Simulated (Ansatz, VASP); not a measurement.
# Ru in VASP and in Ansatz

```xyz
2
Lattice="0.0000 2.5818 2.5818 2.5818 0.0000 2.5818 2.5818 2.5818 0.0000" Properties=species:S:1:pos:R:3 pbc="T T T"
Ru   -0.5680   -0.7229   -0.7229
Ru    0.5680    0.7229    0.7229
```

Change from the starting cell: shortest bond scaled by 0.88, PAW files.

Alike in both runs: task electric field gradients; functional r2SCAN; k mesh 10 × 10 × 10; occupations fermi-dirac, width 0.05 eV; no spin polarisation.

```csv
,VASP,Ansatz
version,VASP 6.6.1,Ansatz 0.2.0
potentials or method,"VASP PAW PBE potentials, release 64 (Ru_pv)","PAW with Ansatz's default frozen-core files, scalar-relativistic"
plane-wave cutoff (eV),440,500
valence electrons in the cell,28,32
```

|  | VASP | Ansatz | Ansatz less VASP |
| --- | --- | --- | --- |
| pressure (GPa) | 47.6 | 43.6 | -4.05 |
| traceless stress, the component that is largest in VASP (GPa) | -25.66 | -21.49 | +4.179 |
| rms of the force components (eV/Å) | 4.886 | 4.058 | -0.8282 |
| size of Vzz on the site where it differs most (V/Å²) | 196.6 | 234.0 | +37.40 |

VASP's potentials were made for PBE, not for r2SCAN. Atom by atom the forces differ by 0.828 eV/Å (rms over components). Both programs put the cell under a high pressure, so it lies far from rest at this level. The functional is the same, so the differences come from potentials, cutoffs and numerics. VASP's potentials hold 28 valence electrons a cell and Ansatz's 32, so a difference there can come from the potentials and not from the codes.
